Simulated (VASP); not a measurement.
Input of a VASP 6.6.1 run:

The input INCAR:

```
SYSTEM = SnO
ALGO = Normal ; EDIFF = 1E-6
ENCUT = 520 ; GGA = PS
ISIF = 2 ; ISMEAR = 0
LASPH = .TRUE. ; LCHARG = .FALSE.
LREAL = .FALSE. ; LWAVE = .FALSE.
NBANDS = 50 ; NELM = 100
PREC = Accurate ; SIGMA = 0.05
```

KPOINTS

```
k-points
0
G
  7 8 3
  0 0 0
```

POSCAR

```
SnO
1.0
    0.0000000000      0.0000000000     -3.8941645687
   -3.3156086772      0.0000000000      0.0000000000
    0.0000000000     11.1100010796      0.0000000000
Sn O
4 4
Direct
    0.4738257379      0.0000000000      0.8903025390
    0.4738257379      0.0000000000      0.3768011902
    0.9738257379      0.5000000000      0.1367001586
    0.9738257379      0.5000000000      0.6502015075
    0.2761732621      0.0000000000      0.1978811492
    0.2761732621      0.0000000000      0.7113824980
    0.7761732621      0.5000000000      0.8291215485
    0.7761732621      0.5000000000      0.3156201996
```

Potentials or basis: VASP PAW PBE potentials, release 64 (Sn_d, O).

Launch:

```console
$ cat potpaw_PBE.64/Sn_d/POTCAR potpaw_PBE.64/O/POTCAR > POTCAR
$ mpirun -np 1 vasp_std > vasp.out
```

(1) Predict the pressure.

(2) What does it give for the band gap on the k mesh?

Results:

(1) 0.6 GPa.

(2) 1.09 eV (least direct gap 1.67 eV).

Caveat: the cell differs from its parent crystal (the distance across one plane changed); the PAW data sets were made with another functional, which shifts forces and pressure a little; spin-orbit coupling is left out, which moves the levels of the heavy elements.
